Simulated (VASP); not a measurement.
Wanted: the native input for a VASP 6.6.1 run.

```yaml
Task: single point
Functional: r2SCAN
Potentials_or_basis: VASP PAW PBE potentials, release 64 (Ti_sv, H)
Cutoff: 520 eV
k_mesh: 8 × 8 × 5
Occupations: fermi-dirac, width 0.1 eV
Spin: no spin polarisation
Dipole_correction: no
Further_INCAR_settings: ALGO = Normal; EDIFF = 1e-06; NBANDS = 21
```

The system is TiH.

```xyz
4
Lattice="2.9475 0.0000 0.0000 0.0000 2.9475 0.0000 0.0000 0.0000 4.5681" Properties=species:S:1:pos:R:3 pbc="T T T"
Ti    1.4737    0.0000    2.2841
Ti    0.0000    1.4737    0.0000
H     0.0000    0.0000    1.1420
H     0.0000    0.0000    3.4261
```

One way to write it, as run:

POSCAR

```
TiH
1.0
    2.9474928500      0.0000000000      0.0000000000
    0.0000000000      2.9474928500      0.0000000000
    0.0000000000      0.0000000000      4.5681404800
Ti H
2 2
Direct
    0.5000000000      0.0000000000      0.5000000000
    0.0000000000      0.5000000000      0.0000000000
    0.0000000000      0.0000000000      0.2500000000
    0.0000000000      0.0000000000      0.7500000000
```

INCAR.step1

```
PREC = Accurate ; ENCUT = 520
ISMEAR = -1 ; SIGMA = 0.1
LREAL = F ; LASPH = T
NELM = 100 ; NBANDS = 21
GGA = PE ; ALGO = Normal
EDIFF = 1E-4 ; LWAVE = T
LCHARG = F
```

INCAR.step2

```
PREC = Accurate ; ENCUT = 520
EDIFF = 1E-6 ; ISMEAR = -1
SIGMA = 0.1 ; LREAL = F
LASPH = T ; NELM = 100
ALGO = Normal ; ISIF = 2
LWAVE = F ; LCHARG = F
METAGGA = R2SCAN ; LMIXTAU = T
NBANDS = 21 ; ISTART = 1
```

KPOINTS

```
Automatic mesh
0
Gamma
  8 8 5
```

Potentials or basis: VASP PAW PBE potentials, release 64 (Ti_sv, H).

The run is started by

```console
$ cat potpaw_PBE.64/Ti_sv/POTCAR potpaw_PBE.64/H/POTCAR > POTCAR
$ cp INCAR.step1 INCAR
$ mpirun -np 1 vasp_std > vasp.out
$ cp INCAR.step2 INCAR
$ mpirun -np 1 vasp_std > vasp.out
```

It gave:

```
Pressure               : 0.1 GPa
Band gap on the k mesh : zero (bands 13 and 14 overlap by 0.44 eV)
```

Caveat: the PAW data sets were made with another functional, which shifts forces and pressure a little.

Wall time 76 s on 1 thread of Intel(R) Xeon(R) 6975P-C (Granite Rapids), on a shared host, peak memory 0.18 GiB.
